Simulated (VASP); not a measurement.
# AlSi23HO48 (a cell with a defect) in VASP: notebook

The runs below take AlSi23HO48 (a cell with a defect) through single point, with PBE+D3(BJ).

Everything below comes from runs of VASP 6.6.1. Logs are shortened: lines on timing, memory, paths and dates and some standing lists are left out, and cuts for length are marked.

### Step 1. The cell of the first run

The cell holds a defect, 73 atoms: a = 9.832 Å, b = 9.832 Å, c = 10.818 Å, α = 90.00°, β = 90.00°, γ = 120.00°.

### Step 2. Single point, PBE+D3(BJ)

Input file INCAR:

```
SYSTEM = AlSi23HO48
PREC = Accurate ; ENCUT = 520
EDIFF = 1E-6 ; ISMEAR = 0
SIGMA = 0.02 ; LREAL = Auto
LASPH = .True. ; NELM = 100
ALGO = Normal ; ISIF = 2
LWAVE = .False. ; LCHARG = .False.
GGA = PE ; IVDW = 12
NBANDS = 234
```

Input file KPOINTS:

```
Automatic mesh
0
Gamma
  1 1 1
  0 0 0
```

Input file POSCAR:

```
AlSi23HO48
1.0
    9.8316000000      0.0000000000      0.0000000000
   -4.9158000000      8.5144150000      0.0000000000
    0.0000000000      0.0000000000     10.8182000000
Si O Al H
23 48 1 1
Direct
    0.2707910000      0.0001523800      0.1602280000
    0.0031078000      0.2738780000      0.3372560000
    0.2257670000      0.2327160000      0.0010558000
    0.2662600000      0.9963501000      0.6615830000
    0.9973292000      0.2695350000      0.8371510000
    0.2324570000      0.2240680000      0.4965950000
    0.2683800000      0.5020170000      0.1688810000
    0.0046040000      0.7704050000      0.3332450000
    0.2307490000      0.7280770000      0.9952677000
    0.9983032000      0.7660620000      0.8316270000
    0.2377440000      0.7355440000      0.4972600000
    0.7690230000      0.0099828000      0.1657910000
    0.4987680000      0.2630270000      0.3282030000
    0.7271050000      0.2349560000      0.9983316000
    0.7699370000      0.0028498000      0.6656050000
    0.4897170000      0.2690740000      0.8299280000
    0.7308480000      0.2336040000      0.5005640000
    0.7687620000      0.5019070000      0.1691910000
    0.5008740000      0.7728650000      0.3307920000
    0.7444360000      0.7446600000      0.0064547000
    0.7574780000      0.5006330000      0.6641390000
    0.5087570000      0.7701700000      0.8400500000
    0.7367760000      0.7400850000      0.4952760000
    0.0669990000      0.2014560000      0.4423840000
    0.2933680000      0.3635730000      0.1109120000
    0.1424440000      0.4380810000      0.2816240000
    0.2047280000      0.0687820000      0.0535790000
    0.3563660000      0.2834140000      0.3811320000
    0.4374350000      0.1364230000      0.2151890000
    0.0572690000      0.2009390000      0.9500830000
    0.3010870000      0.3461210000      0.6088230000
    0.1344440000      0.4335340000      0.7872490000
    0.2007330000      0.0538050000      0.5466670000
    0.3529940000      0.2961840000      0.8878520000
    0.4270900000      0.1377590000      0.7214780000
    0.0715580000      0.7136130000      0.4468100000
    0.3013150000      0.8671760000      0.0981760000
    0.1415890000      0.9302960000      0.2706040000
    0.2028910000      0.5674830000      0.0590350000
    0.3642020000      0.8036030000      0.3831170000
    0.4353540000      0.6407000000      0.2216290000
    0.0661520000      0.7023680000      0.9406990000
    0.3041460000      0.8641220000      0.6100360000
    0.1352720000      0.9272650000      0.7715610000
    0.2152660000      0.5737100000      0.5473820000
    0.3559620000      0.7787600000      0.8802220000
    0.4552200000      0.6206830000      0.7368980000
    0.5674600000      0.2010270000      0.4380930000
    0.7921120000      0.3639660000      0.1091680000
    0.6354010000      0.4319020000      0.2765330000
    0.6982380000      0.0688910000      0.0545700000
    0.8699110000      0.3055760000      0.3976290000
    0.9302700000      0.1514330000      0.2220930000
    0.5657320000      0.2155110000      0.9399210000
    0.7780370000      0.3568910000      0.6150950000
    0.6163690000      0.4405850000      0.7689160000
    0.7068080000      0.0694810000      0.5556000000
    0.8542380000      0.2926750000      0.8876010000
    0.9311320000      0.1375530000      0.7265500000
    0.5713950000      0.7143480000      0.4420600000
    0.8084990000      0.8785630000      0.1125620000
    0.6388960000      0.9375190000      0.2749870000
    0.7126420000      0.5782480000      0.0609500000
    0.8670440000      0.8013900000      0.3856450000
    0.9344440000      0.6342550000      0.2273320000
    0.5771530000      0.7178900000      0.9544130000
    0.7978400000      0.8654860000      0.6093110000
    0.6340290000      0.9297530000      0.7728060000
    0.7053340000      0.5729530000      0.5507980000
    0.8663110000      0.8003780000      0.8909460000
    0.9205510000      0.6317050000      0.7255820000
    0.2600150000      0.4856160000      0.6635380000
    0.4998186500      0.5744277200      0.7461074800
```

Potentials or basis: VASP PAW PBE potentials, release 64 (Si, O, Al, H).

Command:

```
> cat potpaw_PBE.64/Si/POTCAR potpaw_PBE.64/O/POTCAR potpaw_PBE.64/Al/POTCAR potpaw_PBE.64/H/POTCAR > POTCAR
> mpirun -np 1 vasp_gam > vasp.out
```

OUTCAR:

```text
SYSTEM = AlSi23HO48
   PREC = Accurate
   ENCUT = 520
   EDIFF = 1E-6
   ISMEAR = 0
   LREAL = Auto
   LASPH = .True.
   NELM = 100
   ISIF = 2
   GGA = PE
   IVDW = 12
 IVDW          = 12

 ion  position               nearest neighbor table
   1  0.271  0.000  0.160-  29 1.62  38 1.62  37 1.63  27 1.63  13 3.04   3 3.07   9 3.07   8 3.09

   2  0.003  0.274  0.337-  26 1.62  24 1.63  52 1.63  53 1.63   7 3.05  17 3.06   6 3.07  12 3.08

   3  0.226  0.233  0.001-  30 1.62  27 1.62  25 1.63  34 1.64   5 3.02  16 3.06   7 3.06   1 3.07
[... 33 lines left out ...]
  20  0.744  0.745  0.006-  63 1.62  61 1.62  70 1.63  66 1.63  12 3.03  22 3.04  10 3.05  18 3.07

  21  0.757  0.501  0.664-  55 1.61  71 1.61  69 1.62  56 1.65  16 3.06  23 3.07  17 3.07  10 3.09

  22  0.509  0.770  0.840-  68 1.60  46 1.61  66 1.61  47 1.71  20 3.04   9 3.05  15 3.08
  23  0.737  0.740  0.495-  60 1.62  64 1.62  69 1.63  67 1.63   8 3.05  15 3.06  19 3.07  21 3.07

  24  0.067  0.201  0.442-   2 1.63   6 1.64
  25  0.293  0.364  0.111-   7 1.63   3 1.63
  26  0.142  0.438  0.282-   2 1.62   7 1.62
  27  0.205  0.069  0.054-   3 1.62   1 1.63
  28  0.356  0.283  0.381-  13 1.62   6 1.64
  29  0.437  0.136  0.215-   1 1.62  13 1.63
[... 15 lines left out ...]
  45  0.215  0.574  0.547-  11 1.59  72 1.70
  46  0.356  0.779  0.880-  22 1.61   9 1.64
  47  0.455  0.621  0.737-  73 0.78  22 1.71  72 1.88
  48  0.567  0.201  0.438-  17 1.62  13 1.63
  49  0.792  0.364  0.109-  18 1.62  14 1.63
  50  0.635  0.432  0.277-  18 1.62  13 1.63
  51  0.698  0.069  0.055-  14 1.63  12 1.63
  52  0.870  0.306  0.398-  17 1.63   2 1.63
  53  0.930  0.151  0.222-  12 1.62   2 1.63
[... 16 lines left out ...]
  70  0.866  0.800  0.891-  20 1.63  10 1.63
  71  0.921  0.632  0.726-  21 1.61  10 1.62
  72  0.260  0.486  0.664-  45 1.70  32 1.72  31 1.72  47 1.88   5 3.04   6 3.04  11 3.14
  73  0.500  0.574  0.746-  47 0.78

  LATTYP: Found a hexagonal cell.
 ALAT       =     9.8316000000
 C/A-ratio  =     1.1003498922

  Lattice vectors:

 A1 = (   9.8316000000,   0.0000000000,   0.0000000000)
 A2 = (  -4.9158000000,   8.5144150000,   0.0000000000)
 A3 = (   0.0000000000,   0.0000000000,  10.8182000000)

Analysis of symmetry for initial positions (statically):
=====================================================================
 Subroutine PRICEL returns:
 Original cell was already a primitive cell.

 Routine SETGRP: Setting up the symmetry group for a
 hexagonal supercell.

 Subroutine GETGRP returns: Found  1 space group operations
 (whereof  1 operations were pure point group operations)
 out of a pool of 24 trial point group operations.

The static configuration has the point symmetry C_1 .

Analysis of symmetry for dynamics (positions and initial velocities):
[... 236 lines left out ...]
   ISYM   =      2    0-nonsym 1-usesym 2-fastsym
   POTIM  = 0.5000    time-step for ionic-motion
   TEBEG  =    0.0;   TEEND  =   0.0 temperature during run
   PSTRESS=    0.0 pullay stress
   NELECT =     384.0000    total number of electrons
   NUPDOWN=      -1.0000    fix difference up-down
   EMIN   =  10.00;   EMAX   =-10.00  energy-range for DOS
   EFERMI =   0.00;   METHOD = LEGACY
   ISMEAR =     0;   SIGMA  =   0.02  broadening in eV -4-tet -1-fermi 0-gaus
   EFERMI_NEDOS =   21; number of points for ismear=-14 and -15
   IALGO  =     38    algorithm
   IMIX   =      4    mixing-type and parameters
     AMIX     =   0.40;   BMIX     =  1.00
     AMIX_MAG =   1.60;   BMIX_MAG =  1.00
  volume/ion in A,a.u.               =      12.41        83.72
  Fermi-wavevector in a.u.,A,eV,Ry     =   1.229912  2.324196 20.581296  1.512683
  Thomas-Fermi vector in A             =   2.364781
   LORBIT       =      0    0 simple, 1 ext, 2 COOP (PROOUT), +10 PAW based schemes
   GGA     = PE    functional components
   LHFCALC =     F    Hartree Fock is set to
   AEXX    =    0.0000 exact exchange contribution
   IVDW    =    12    specifies the selected vdW correction
   LEPSILON=     F    determine dielectric tensor
   LRPA    =     F    only Hartree local field effects (RPA)
 non-spin polarized calculation
 Gauss-broadening in eV      SIGMA  =   0.02
  energy-cutoff  :      520.00
  volume of cell :      905.60
 maximum number of plane-waves:     12195
 NGX is ok and might be reduce to    80
   NGX = 37   NGY = 37   NGZ = 41

 number of electron     384.0000040 magnetization

 Free energy of the ion-electron system (eV)
  ---------------------------------------------------
  ext. energy  EPLUGINS =         0.00000000
  ---------------------------------------------------
  free energy    TOTEN  =      -568.56651701 eV

  energy without entropy =     -568.56651701  energy(sigma->0) =     -568.56651701

 E-fermi :   1.6010     XC(G=0):  -9.2625

 val. band max:        1.4762905239   @ k =   0.0000   0.0000   0.0000
 cond. band min:       6.9149187138   @ k =   0.0000   0.0000   0.0000
 fundamental gap:      5.4386281899
 Fermi energy:         1.6010197813

 k-point     1 :       0.0000    0.0000    0.0000
  band No.  band energies     occupation
      1     -20.2668      2.00000
      2     -18.1941      2.00000
      3     -17.8419      2.00000
      4     -17.7657      2.00000
      5     -17.7424      2.00000
      6     -17.7162      2.00000
[... 196 lines left out ...]
    203       9.9033      0.00000
    204       9.9998      0.00000
 [bands above 204 left out]

------------------------ aborting loop because EDIFF is reached ----------------------------------------

 Edisp (eV)  -10.39350

 E8    (eV) :    -3.5301

  FORCE on cell =-STRESS in cart. coord.  units (eV):
  Direction    XX          YY          ZZ          XY          YZ          ZX
  --------------------------------------------------------------------------------------
  -------------------------------------------------------------------------------------
  Total      14.30885     9.37352     5.86440    -6.62149    -1.54559     1.46014
  in kB      25.31520    16.58363    10.37530   -11.71474    -2.73446     2.58327
  external pressure =       17.42 kB  Pullay stress =        0.00 kB

 VOLUME and BASIS-vectors are now :
 -----------------------------------------------------------------------------
  energy-cutoff  :      520.00
  volume of cell :      905.60
      direct lattice vectors                 reciprocal lattice vectors
     9.831600000  0.000000000  0.000000000     0.101712844  0.058723941  0.000000000
    -4.915800000  8.514415000  0.000000000     0.000000000  0.117447881  0.000000000
     0.000000000  0.000000000 10.818200000     0.000000000  0.000000000  0.092436819

 POSITION                                       TOTAL-FORCE (eV/Angst)
 -----------------------------------------------------------------------------------
      2.66156      0.00130      1.73338         0.007832      0.011458     -0.006257
     -1.31577      2.33191      3.64850        -0.021493      0.014931     -0.003537
      1.07567      1.98144      0.01142         0.045823     -0.010896     -0.034714
     -2.28010      8.48334      7.15714         0.029312      0.053789      0.053245
      8.48036      2.29493      9.05647        -0.048566     -0.052909      0.040466
      1.18395      1.90781      5.37226        -0.004047     -0.048388     -0.050224
[... 65 lines left out ...]
      0.16917      4.13474      7.17829        -0.222555     -0.118622     -0.128499
      2.09025      4.89092      8.07154        17.961619    -10.567057      2.542300
 -----------------------------------------------------------------------------------
    total drift:                               -0.013103     -0.037766     -0.029158

  FREE ENERGIE OF THE ION-ELECTRON SYSTEM (eV)
  ---------------------------------------------------
  free  energy   TOTEN  =      -578.9600202365 eV

  energy  without entropy=     -578.9600202365  energy(sigma->0) =     -578.96002024
```

It took 6.6 min on 1 thread of Intel Xeon Platinum 8124M at 3.00GHz (Skylake/Cascade Lake), shared host; peak memory 0.96 GiB.

Results:

```yaml
Free_energy: -578.9600 eV
Pressure: 1.7 GPa
Largest_force: 20.994 eV/Å
Band_gap_on_the_k_mesh: 5.44 eV
Dispersion_energy_per_atom: -0.142 eV
```

Forces on the atoms (eV/Å):
```
Si    0.008   0.011  -0.006
Si   -0.021   0.015  -0.004
Si    0.046  -0.011  -0.035
Si    0.029   0.054   0.053
Si   -0.049  -0.053   0.040
Si   -0.004  -0.048  -0.050
Si    0.018  -0.020   0.005
Si   -0.016   0.016  -0.004
Si   -0.059  -0.016   0.029
Si   -0.027  -0.034  -0.048
Si   -0.048   0.033  -0.022
Si    0.013   0.016  -0.001
Si    0.012   0.014   0.007
Si   -0.077   0.000  -0.024
Si    0.039   0.046  -0.050
Si    0.088   0.324  -0.146
Si   -0.029   0.043   0.047
Si    0.010  -0.010  -0.013
Si    0.001   0.021  -0.012
Si    0.088  -0.042  -0.001
Si   -0.219  -0.114   0.240
Si   -0.195   0.358   0.210
Si    0.058  -0.077  -0.001
O     0.008   0.004   0.014
O    -0.013   0.004   0.005
O     0.003   0.007   0.001
O     0.004  -0.012   0.015
O    -0.022  -0.001   0.015
O     0.000   0.001   0.006
O    -0.029   0.005  -0.014
O    -0.024   0.111   0.080
O     0.088   0.103  -0.048
O    -0.010   0.006  -0.017
O    -0.087  -0.023   0.054
O    -0.029  -0.084  -0.035
O     0.024   0.003   0.010
O     0.007  -0.018  -0.013
O     0.007  -0.006  -0.001
O     0.014   0.003  -0.010
O    -0.013  -0.009   0.008
O     0.001   0.010  -0.001
O     0.021   0.009   0.012
O     0.020  -0.036  -0.016
O     0.010   0.003  -0.007
O     0.062  -0.044   0.061
O     0.070  -0.044  -0.052
O   -17.765  10.451  -2.541
O    -0.011  -0.003  -0.015
O     0.001  -0.001   0.006
O     0.004   0.003   0.003
O     0.015  -0.016   0.006
O     0.013  -0.009  -0.015
O    -0.002   0.005   0.002
O     0.036  -0.040   0.059
O     0.057  -0.049  -0.074
O     0.241  -0.188  -0.006
O     0.017  -0.026   0.013
O     0.044  -0.008  -0.014
O    -0.003   0.011   0.016
O    -0.021   0.007   0.009
O    -0.019  -0.009  -0.007
O     0.001  -0.009   0.004
O    -0.001   0.012   0.010
O    -0.006   0.004  -0.006
O     0.001   0.016   0.008
O    -0.081  -0.037  -0.128
O    -0.026  -0.001   0.018
O    -0.008  -0.094  -0.004
O    -0.016   0.069  -0.072
O    -0.027   0.010   0.021
O     0.041   0.070   0.013
Al   -0.223  -0.119  -0.128
H    17.962 -10.567   2.542
```

Stress tensor (GPa, compression positive):
```
 2.53 -1.17  0.26
-1.17  1.66 -0.27
 0.26 -0.27  1.04
```

Caveat: the k points lie up to 0.74 Å⁻¹ apart.

### Step 3. Single point, PBE+D3(BJ)

Input file INCAR:

```
SYSTEM = AlSi23HO48
ALGO     = Normal         ! electronic algorithm
EDIFF    = 1E-6           ! SCF threshold, eV
ENCUT    = 520            ! plane-wave cutoff, eV
GGA      = PE             ! functional
ISIF     = 2              ! what is computed and relaxed
ISMEAR   = 0              ! smearing method
IVDW     = 12             ! dispersion correction
LASPH    = .True.         ! aspherical terms in the spheres
LCHARG   = .False.        ! write CHGCAR
LREAL    = Auto         
LWAVE    = .False.        ! write WAVECAR
NBANDS   = 234            ! bands
NELM     = 100            ! most SCF steps
PREC     = Accurate       ! precision mode
SIGMA    = 0.02           ! smearing width, eV
```

Input file KPOINTS:

```
k-points
0
Gamma
  1 1 1
  0 0 0
```

Changes to POSCAR since step 2:

```diff
@@ -80,2 +80,2 @@
     0.2600150000      0.4856160000      0.6635380000
-    0.4998186500      0.5744277200      0.7461074800
+    0.5032493200      0.5708696300      0.7468159000
```

Potentials or basis: VASP PAW PBE potentials, release 64 (Si, O, Al, H).

Command:

```
> cat potpaw_PBE.64/Si/POTCAR potpaw_PBE.64/O/POTCAR potpaw_PBE.64/Al/POTCAR potpaw_PBE.64/H/POTCAR > POTCAR
> mpirun -np 1 vasp_gam > vasp.out
```

It took 6.1 min on 1 thread of Intel Xeon Platinum 8124M at 3.00GHz (Skylake/Cascade Lake), shared host; peak memory 0.96 GiB.

Results (log left out):

* Free energy: -579.9149 eV
* Pressure: 1.3 GPa
* Largest force: 11.526 eV/Å
* Band gap on the k mesh: 5.43 eV
* Dispersion energy per atom: -0.142 eV

Forces in eV/Å, atoms in the order of the input:
```
Si   0.010  0.007 -0.005
Si  -0.018  0.015 -0.004
Si   0.035 -0.011 -0.026
Si   0.027  0.043  0.045
Si  -0.042 -0.045  0.032
Si  -0.007 -0.045 -0.047
Si   0.016 -0.015  0.003
Si  -0.014  0.016 -0.004
Si  -0.046 -0.016  0.019
Si  -0.021 -0.025 -0.037
Si  -0.040  0.027 -0.018
Si   0.014  0.012 -0.002
Si   0.009  0.013  0.006
Si  -0.063 -0.004 -0.018
Si   0.031  0.035 -0.036
Si   0.071  0.254 -0.114
Si  -0.024  0.030  0.038
Si   0.011 -0.008 -0.011
Si   0.001  0.020 -0.010
Si   0.063 -0.035  0.000
Si  -0.165 -0.092  0.190
Si  -0.151  0.269  0.157
Si   0.043 -0.061 -0.002
O    0.007  0.003  0.013
O   -0.010  0.001  0.003
O    0.002  0.005  0.001
O    0.004 -0.009  0.012
O   -0.020 -0.002  0.013
O    0.001  0.002  0.006
O   -0.025  0.004 -0.012
O   -0.018  0.092  0.069
O    0.073  0.090 -0.043
O   -0.007  0.004 -0.015
O   -0.069 -0.017  0.043
O   -0.024 -0.065 -0.029
O    0.021  0.003  0.009
O    0.004 -0.015 -0.010
O    0.007 -0.005 -0.001
O    0.013  0.001 -0.007
O   -0.013 -0.008  0.007
O    0.001  0.009 -0.001
O    0.014  0.009  0.009
O    0.016 -0.030 -0.015
O    0.010  0.004 -0.008
O    0.053 -0.043  0.052
O    0.049 -0.035 -0.037
O   -9.739  5.710 -1.386
O   -0.010 -0.001 -0.013
O   -0.001 -0.002  0.004
O    0.004  0.003  0.003
O    0.013 -0.012  0.005
O    0.009 -0.007 -0.012
O   -0.002  0.005  0.003
O    0.028 -0.030  0.046
O    0.044 -0.039 -0.059
O    0.194 -0.151 -0.005
O    0.014 -0.020  0.009
O    0.036 -0.008 -0.012
O   -0.002  0.012  0.015
O   -0.017  0.007  0.006
O   -0.016 -0.007 -0.004
O    0.001 -0.008  0.003
O    0.002  0.008  0.008
O   -0.005  0.002 -0.005
O    0.001  0.015  0.008
O   -0.057 -0.027 -0.092
O   -0.019 -0.003  0.013
O   -0.002 -0.068 -0.007
O   -0.013  0.054 -0.056
O   -0.022  0.007  0.016
O    0.029  0.056  0.010
Al  -0.164 -0.084 -0.093
H    9.868 -5.795  1.378
```

Stress tensor (GPa, compression positive):
```
 1.66 -0.65  0.13
-0.65  1.36 -0.21
 0.13 -0.21  1.03
```

Levels at points of the mesh, in eV from the valence-band top:
```csv
k point,band 188,band 189,band 190,band 191,band 192,band 193,band 194,band 195,band 196,band 197
"(0.00, 0.00, 0.00)",-0.44,-0.37,-0.35,-0.22,0.00,5.43,7.34,7.42,7.64,7.73
```

Caveat: the k points lie up to 0.74 Å⁻¹ apart.
